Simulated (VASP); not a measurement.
A run of VASP 6.6.1 is set up as follows.

The input INCAR:

```
SYSTEM = AlNi
  ALGO = Normal
  EDIFF = 1E-6
  ENCUT = 520
  GGA = PE
  ISIF = 2
  ISMEAR = -1
  LASPH = .True.
  LCHARG = .False.
  LREAL = .False.
  LWAVE = .False.
  NBANDS = 14
  NELM = 80
  PREC = Accurate
  SIGMA = 0.05
```

KPOINTS

```
k-points
0
Gamma
  14 14 13
  0 0 0
```

The input POSCAR:

```
AlNi
1.0
    2.6948773920      0.0000000000      0.0000000000
   -1.3474386960      2.3338322815      0.0000000000
    0.0000000000      0.0000000000      3.7742621381
Ni Al
1 1
Direct
    0.0000000000      0.0000000000      0.0000000000
    0.3333333333      0.6666666667      0.5000000000
```

Potentials or basis: VASP PAW PBE potentials, release 64 (Ni, Al).

Run with:

```bash
$ cat potpaw_PBE.64/Ni/POTCAR potpaw_PBE.64/Al/POTCAR > POTCAR
$ mpirun -np 1 vasp_std > vasp.out
```

Q: Estimate the pressure.

A: 9.3 GPa.

Stress tensor (GPa, compression positive):
```
9.36 0.00 0.00
0.00 9.36 0.00
0.00 0.00 9.25
```

Spin polarisation is off, so any magnetic state and its effect on volume and gap are missing.
